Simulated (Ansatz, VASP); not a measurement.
## One calculation of La3Tl, two programs

File INCAR:

```
PREC = Accurate ; ENCUT = 520
EDIFF = 1E-8 ; ISMEAR = -1
SIGMA = 0.08 ; LREAL = F
LASPH = T ; NELM = 80
ALGO = Normal ; ISIF = 2
LWAVE = F ; LCHARG = F
LEFG = T ; NBANDS = 31
```

Contents of KPOINTS:

```
regular mesh
0
Gamma
  8 8 8
```

The input POSCAR:

```
La3Tl
1.0
    4.9567057101      0.0000000000      0.0000000000
    0.0000000000      4.9567057101      0.0000000000
    0.0000000000      0.0000000000      4.9567057101
La Tl
3 1
Direct
    0.0000000000      0.5000000000      0.5000000000
    0.5000000000      0.0000000000      0.5000000000
    0.5000000000      0.5000000000      0.0000000000
    0.0000000000      0.0000000000      0.0000000000
```

Input for Ansatz:

```yaml
crystal:
  lattice:
    - [4.9567057101, 0.0, 0.0]
    - [0.0, 4.9567057101, 0.0]
    - [0.0, 0.0, 4.9567057101]
  atoms:
    - { symbol: La, position: [0.0, 0.5, 0.5] }
    - { symbol: La, position: [0.5, 0.0, 0.5] }
    - { symbol: La, position: [0.5, 0.5, 0.0] }
    - { symbol: Tl, position: [0.0, 0.0, 0.0] }
kpoints:
  mp_grid: { grid: [8, 8, 8] }
scf:
  occupations: { method: fermi_dirac, width: 0.08 }
hamiltonian:
  xc: lda
  pseudopotentials: { kind: all_electron, datasets: crystal }
output:
  forces: true
  stress: true
  eigenvalues: true
  efg: { contact_densities: true }
```

Change from the starting cell: volume scaled by 0.94, crystal datasets.

Alike in both runs: task electric field gradients; functional LDA; k mesh 8 × 8 × 8; occupations fermi-dirac, width 0.08 eV; no spin polarisation.

|  | VASP | Ansatz |
| --- | --- | --- |
| version | VASP 6.6.1 | Ansatz 0.2.0 |
| potentials or method | VASP PAW LDA potentials, release 64 (La, Tl_d), cutoff 520 eV | all-electron PAW with datasets made for the crystal, scalar-relativistic |

Ansatz gave:

| Quantity | Value |
| --- | --- |
| pressure (GPa) | -1.2 |
| size of Vzz on the site where it differs most (V/Å²) | 141.4 |

Problem. Estimate VASP's values.

Solution. Pressure (GPa): -1.3; size of Vzz on the site where it differs most (V/Å²): 149.1.

LDA's correlation is that of Perdew and Zunger in VASP and of Perdew and Wang (1992) in Ansatz. Ansatz ran all-electron here, and VASP with PAW potentials.

Neither program's run includes spin-orbit coupling.
